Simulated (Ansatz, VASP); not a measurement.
## One calculation of AgCl, two programs

```
Ag Cl
1.0
     1.87091   -5.55660    0.00000
     1.87091    5.55660    0.00000
     0.00000    0.00000    3.96328
Ag Cl
2 2
Cartesian
  1.8709 1.1496 2.9725
  1.8709 -1.1496 0.9908
  1.8709 -4.0613 0.9908
  1.8709 4.0613 2.9725
```

Change from the starting cell: zz strain of +1 %.

Alike in both runs: task single point; functional PBE; k mesh 9 × 9 × 8; occupations fermi-dirac, width 0.03 eV; no spin polarisation.

|  | VASP | Ansatz |
| --- | --- | --- |
| version | VASP 6.6.1 | Ansatz 0.2.0 |
| potentials or method | VASP PAW PBE potentials, release 64 (Ag, Cl), cutoff 520 eV | all-electron LAPW, scalar-relativistic |

Ansatz gave:

```
pressure (GPa)                                                : 1.1
traceless stress, the component that is largest in VASP (GPa) : 0.24
rms of the force components (eV/Å)                            : 0.008
```

Q: Estimate VASP's values.

A: Pressure (GPa): 0.9; traceless stress, the component that is largest in VASP (GPa): 0.28; rms of the force components (eV/Å): 0.008.

Atom by atom the forces differ by 0.002 eV/Å (rms over components). Ansatz ran all-electron here, and VASP with PAW potentials.
